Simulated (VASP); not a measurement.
# AlN in VASP: notebook

Runs on AlN. Level: PBE. Tasks: single point.

All numbers are computed with VASP 6.6.1; they aren't measurements. Logs are shortened: lines on timing, memory, paths and dates and some standing lists are left out, and cuts for length are marked.

## (1) The cell of the first run

The typed cell holds 8 atoms: a = 3.130 Å, b = 3.130 Å, c = 10.197 Å, α = 81.17°, β = 81.17°, γ = 60.00°.

## (2) Single point, PBE

The input, INCAR:

```
PREC = Accurate
ENCUT = 520
EDIFF = 1E-6
ISMEAR = 0
SIGMA = 0.05
LREAL = F
LASPH = T
NELM = 100
ALGO = Normal
ISIF = 2
LWAVE = F
LCHARG = F
GGA = PE
NBANDS = 26
```

The input, KPOINTS:

```
regular mesh
0
Gamma
  8 8 3
```

The input, POSCAR:

```
AlN
1.0
   -3.1302395629      0.0000000000      0.0000000000
   -1.5651197814     -2.7108669814      0.0000000000
   -1.5649632695     -0.9035319649     10.0359593112
Al N
4 4
Direct
    0.0318253676      0.0318253676      0.9046143587
    0.1984753676      0.1984753676      0.4046143587
    0.6151337009      0.6151337009      0.1546143587
    0.4484837009      0.4484837009      0.6546143587
    0.3015412991      0.3015412991      0.0953856413
    0.1348912991      0.1348912991      0.5953856413
    0.5515496324      0.5515496324      0.3453856413
    0.3848996324      0.3848996324      0.8453856413
```

Potentials or basis: VASP PAW PBE potentials, release 64 (Al, N).

Started as:

```sh
cat potpaw_PBE.64/Al/POTCAR potpaw_PBE.64/N/POTCAR > POTCAR
mpirun -np 1 vasp_std > vasp.out
```

OUTCAR:

```text
PREC = Accurate
   ENCUT = 520
   EDIFF = 1E-6
   ISMEAR = 0
   LREAL = F
   LASPH = T
   NELM = 100
   ISIF = 2
   GGA = PE

 ion  position               nearest neighbor table
   1  0.032  0.032  0.905-   8 1.90   8 1.90   8 1.90   3 3.09   3 3.09   4 3.09   4 3.09   4 3.09
                             3 3.09
   2  0.198  0.198  0.405-   7 1.90   7 1.90   7 1.90   6 1.91   3 3.09   4 3.09   3 3.09   4 3.09
                             4 3.09   3 3.09
   3  0.615  0.615  0.155-   5 1.90   5 1.90   5 1.90   7 1.91   1 3.09   1 3.09   2 3.09   2 3.09
                             2 3.09   1 3.09
   4  0.448  0.448  0.655-   6 1.90   6 1.90   6 1.90   8 1.91   1 3.09   2 3.09   1 3.09   2 3.09
                             2 3.09   1 3.09
   5  0.302  0.302  0.095-   3 1.90   3 1.90   3 1.90
   6  0.135  0.135  0.595-   4 1.90   4 1.90   4 1.90   2 1.91
   7  0.552  0.552  0.345-   2 1.90   2 1.90   2 1.90   3 1.91
   8  0.385  0.385  0.845-   1 1.90   1 1.90   1 1.90   4 1.91

  LATTYP: Found a base centered monoclinic cell.
 ALAT       =     5.4217339628
 B/A-ratio  =     0.5773502692
 C/A-ratio  =     1.8808282874
 COS(beta)  =    -0.1772091595

  Lattice vectors:

 A1 = (   3.1302395629,   0.0000000000,   0.0000000000)
 A2 = (   1.5651197814,   2.7108669814,   0.0000000000)
 A3 = (  -1.5649632695,  -0.9035319649,  10.0359593112)

Analysis of symmetry for initial positions (statically):
=====================================================================
 Subroutine PRICEL returns:
 Original cell was already a primitive cell.

 Routine SETGRP: Setting up the symmetry group for a
 base centered monoclinic supercell.

 Subroutine GETGRP returns: Found  2 space group operations
 (whereof  2 operations were pure point group operations)
 out of a pool of  4 trial point group operations.

The static configuration has the point symmetry C_1h.

Analysis of symmetry for dynamics (positions and initial velocities):
=====================================================================
 Subroutine PRICEL returns:
 Original cell was already a primitive cell.

 Routine SETGRP: Setting up the symmetry group for a
 base centered monoclinic supercell.

 Subroutine GETGRP returns: Found  2 space group operations
 (whereof  2 operations were pure point group operations)
 out of a pool of  4 trial point group operations.

The dynamic configuration has the point symmetry C_1h.

 Subroutine INISYM returns: Found  2 space group operations
 (whereof  2 operations are pure point group operations),
 and found     1 'primitive' translations

----------------------------------------------------------------------------------------

                                     Primitive cell

  volume of cell :      85.1618

  direct lattice vectors                    reciprocal lattice vectors
    -3.130239563  0.000000000  0.000000000    -0.319464367  0.184442838 -0.033210577
    -1.565119781 -2.710866981  0.000000000     0.000000000 -0.368885676 -0.033210577
    -1.564963269 -0.903531965 10.035959311     0.000000000  0.000000000  0.099641695

  length of vectors
     3.130239563  3.130239563 10.197350604     0.370377624  0.370377624  0.099641695

  position of ions in fractional coordinates (direct lattice)
     0.031825368  0.031825368  0.904614359
     0.198475368  0.198475368  0.404614359
     0.615133701  0.615133701  0.154614359
     0.448483701  0.448483701  0.654614359
     0.301541299  0.301541299  0.095385641
     0.134891299  0.134891299  0.595385641
     0.551549632  0.551549632  0.345385641
     0.384899632  0.384899632  0.845385641

  ion indices of the primitive-cell ions
   primitive index   ion index
                 1           1
                 2           2
                 3           3
                 4           4
                 5           5
                 6           6
                 7           7
                 8           8

----------------------------------------------------------------------------------------

[... 23 lines left out ...]
|           W    W  A    A  R    R  N N  N  II  N N  N  G       !!!           |
|           W WW W  AAAAAA  RRRRR   N  N N  II  N  N N  G  GGG   !            |
|           WW  WW  A    A  R   R   N   NN  II  N   NN  G    G                |
|           W    W  A    A  R    R  N    N  II  N    N   GGGG   !!!           |
|                                                                             |
|     Your reciprocal lattice and k-lattice belong to different lattice       |
|     classes:                                                                |
|                                                                             |
|        The reciprocal lattice is rhombohedral (trigonal),                   |
|        whereas your k-lattice is base-centered monoclinic.                  |
|                                                                             |
|     Results are often still useful ...                                      |
|                                                                             |
 -----------------------------------------------------------------------------

 WARNING: IBZKPT: internal override: KBLOWUP is changed to .FALSE.
      ... skipping the blow-up phase ...

 Subroutine IBZKPT returns following result:
 ===========================================

 Found     57 irreducible k-points:

 Following reciprocal coordinates:
            Coordinates               Weight
  0.000000  0.000000  0.000000      1.000000
  0.125000 -0.000000  0.000000      4.000000
  0.250000 -0.000000  0.000000      4.000000
  0.375000  0.000000  0.000000      4.000000
  0.500000 -0.000000  0.000000      2.000000
  0.125000  0.125000  0.000000      2.000000
[... 16 lines left out ...]
  0.125000 -0.000000  0.333333      4.000000
  0.250000 -0.000000  0.333333      4.000000
 [... further k-points ...]
   k-points           NKPTS =     57   k-points in BZ     NKDIM =     57   number of bands    NBANDS=     26
   number of dos      NEDOS =    301   number of ions     NIONS =      8
   total plane-waves  NPLWV =  46080
   dimension x,y,z NGX =    24 NGY =   24 NGZ =   80
   dimension x,y,z NGXF=    48 NGYF=   48 NGZF=  160
   ions per type =               4   4
   NGX,Y,Z   is equivalent  to a cutoff of  12.75, 12.75, 13.04 a.u.
   NGXF,Y,Z  is equivalent  to a cutoff of  25.49, 25.49, 26.08 a.u.
 SYSTEM =  unknown system
   PREC   = accura    normal or accurate (medium, high low for compatibility)
   ISTART =      0    job   : 0-new  1-cont  2-samecut
   ICHARG =      2    charge: 1-file 2-atom 10-const
   ISPIN  =      1    spin polarized calculation?
   LNONCOLLINEAR =      F non collinear calculations
   LSORBIT =      F    spin-orbit coupling
   LASPH  =      T    aspherical Exc in radial PAW
   ENCUT  =  520.0 eV  38.22 Ry    6.18 a.u.   5.82  5.82 18.96*2*pi/ulx,y,z
   NELM   =    100;   NELMIN=  2; NELMDL= -5     # of ELM steps
   EDIFF  = 0.1E-05   stopping-criterion for ELM
   LREAL  =      F    real-space projection
   EDIFFG = 0.1E-04   stopping-criterion for IOM
   NSW    =      0    number of steps for IOM
   IBRION =     -1    ionic relax: 0-MD 1-quasi-New 2-CG
   NFREE  =      0    steps in history (QN), initial steepest desc. (CG)
   ISIF   =      2    stress and relaxation
   ISYM   =      2    0-nonsym 1-usesym 2-fastsym
   POTIM  = 0.5000    time-step for ionic-motion
   TEBEG  =    0.0;   TEEND  =   0.0 temperature during run
   PSTRESS=    0.0 pullay stress
   NELECT =      32.0000    total number of electrons
   NUPDOWN=      -1.0000    fix difference up-down
   EMIN   =  10.00;   EMAX   =-10.00  energy-range for DOS
   EFERMI =   0.00;   METHOD = LEGACY
   ISMEAR =     0;   SIGMA  =   0.05  broadening in eV -4-tet -1-fermi 0-gaus
   EFERMI_NEDOS =   21; number of points for ismear=-14 and -15
   IALGO  =     38    algorithm
   IMIX   =      4    mixing-type and parameters
     AMIX     =   0.40;   BMIX     =  1.00
     AMIX_MAG =   1.60;   BMIX_MAG =  1.00
  volume/ion in A,a.u.               =      10.65        71.84
  Fermi-wavevector in a.u.,A,eV,Ry     =   1.181345  2.232418 18.987951  1.395575
  Thomas-Fermi vector in A             =   2.317620
   LORBIT       =      0    0 simple, 1 ext, 2 COOP (PROOUT), +10 PAW based schemes
   GGA     = PE    functional components
   LHFCALC =     F    Hartree Fock is set to
   AEXX    =    0.0000 exact exchange contribution
   IVDW    =     0    specifies the selected vdW correction
   LEPSILON=     F    determine dielectric tensor
   LRPA    =     F    only Hartree local field effects (RPA)
 non-spin polarized calculation
 Gauss-broadening in eV      SIGMA  =   0.05
  energy-cutoff  :      520.00
  volume of cell :       85.16
 maximum number of plane-waves:      2310
   NGX = 11   NGY = 11   NGZ = 37

 number of electron      32.0000000 magnetization

 Free energy of the ion-electron system (eV)
  ---------------------------------------------------
  ext. energy  EPLUGINS =         0.00000000
  ---------------------------------------------------
  free energy    TOTEN  =       -57.59660669 eV

  energy without entropy =      -57.59660669  energy(sigma->0) =      -57.59660669

 E-fermi :   6.8894     XC(G=0): -10.8741

 val. band max:        6.6511575488   @ k =   0.1250  -0.0000   0.0000
 cond. band min:       9.1429419372   @ k =   0.0000   0.0000   0.0000
 fundamental gap:      2.4917843885
 Fermi energy:         6.8893572688

 k-point     1 :       0.0000    0.0000    0.0000
  band No.  band energies     occupation
      1      -9.0380      2.00000
      2      -8.1529      2.00000
      3      -8.0537      2.00000
      4      -6.8191      2.00000
      5       0.1645      2.00000
      6       2.6916      2.00000
[... 685 lines left out ...]
     25      16.8976      0.00000
     26      17.4382      0.00000

 [... further k-points ...]
[... 5 lines left out ...]
  --------------------------------------------------------------------------------------
  -------------------------------------------------------------------------------------
  Total       -3.2031546     -3.2026752      5.0660665     -0.0004151      0.0007104      0.0012304
  in kB      -60.2620366    -60.2530183     95.3096321     -0.0078100      0.0133643      0.0231476
  external PRESSURE =      -8.4018076 kB  Pullay stress =       0.0000000 kB

 VOLUME and BASIS-vectors are now :
 -----------------------------------------------------------------------------
  energy-cutoff  :      520.00
  volume of cell :       85.16
      direct lattice vectors                 reciprocal lattice vectors
    -3.130239563  0.000000000  0.000000000    -0.319464367  0.184442838 -0.033210577
    -1.565119781 -2.710866981  0.000000000     0.000000000 -0.368885676 -0.033210577
    -1.564963269 -0.903531965 10.035959311     0.000000000  0.000000000  0.099641695

 POSITION                                       TOTAL-FORCE (eV/Angst)
 -----------------------------------------------------------------------------------
     -1.56512     -0.90362      9.07867        -0.000163     -0.000094      0.028451
     -1.56512     -0.90362      4.06069         0.000004      0.000002     -0.224665
     -3.13024     -1.80724      1.55170        -0.000071     -0.000041      0.830615
     -3.13024     -1.80724      6.56968        -0.000026     -0.000015     -0.366364
     -1.56512     -0.90362      0.95729         0.000516      0.000298      0.812647
     -1.56512     -0.90362      5.97527        -0.000023     -0.000013      0.125168
     -3.13024     -1.80724      3.46628         0.000034      0.000019      0.194791
     -3.13024     -1.80724      8.48426        -0.000270     -0.000156     -1.400643
 -----------------------------------------------------------------------------------
    total drift:                               -0.000030     -0.000017      0.000955

  FREE ENERGIE OF THE ION-ELECTRON SYSTEM (eV)
  ---------------------------------------------------
  free  energy   TOTEN  =       -57.5966066948 eV

  energy  without entropy=      -57.5966066948  energy(sigma->0) =      -57.59660669
```

Wall time 45 s (1 thread of Intel Xeon 6975P-C (Granite Rapids), shared host); peak memory 0.24 GiB.

What came out:

```yaml
Free_energy: -57.5966 eV
Pressure: -0.8 GPa
Largest_force: 1.401 eV/Å
Band_gap_on_the_k_mesh: 2.49 eV, indirect (least direct gap 2.52 eV)
```

Forces on the atoms (eV/Å):
```
Al   0.000  0.000  0.028
Al   0.000  0.000 -0.225
Al   0.000  0.000  0.831
Al   0.000  0.000 -0.366
N    0.001  0.000  0.813
N    0.000  0.000  0.125
N    0.000  0.000  0.195
N    0.000  0.000 -1.401
```

Levels at points of the mesh, in eV from the valence-band top:
```tsv
k point	band 12	band 13	band 14	band 15	band 16	band 17	band 18	band 19	band 20	band 21
(0.00, 0.00, 0.00)	-0.86	-0.86	-0.75	-0.75	-0.03	2.49	5.00	5.62	6.25	8.93
(0.50, 0.00, 0.00)	-2.30	-2.16	-1.60	-1.40	-0.47	3.48	3.92	5.09	5.38	5.84
(0.50, 0.50, 0.00)	-2.05	-2.02	-1.82	-1.24	-0.15	3.13	3.63	5.16	5.65	6.41
```

Caveat: forces of over 1 eV/Å act on the atoms, so gaps and moduli don't describe the material at rest.

(Part 1 of 3 ends here.)
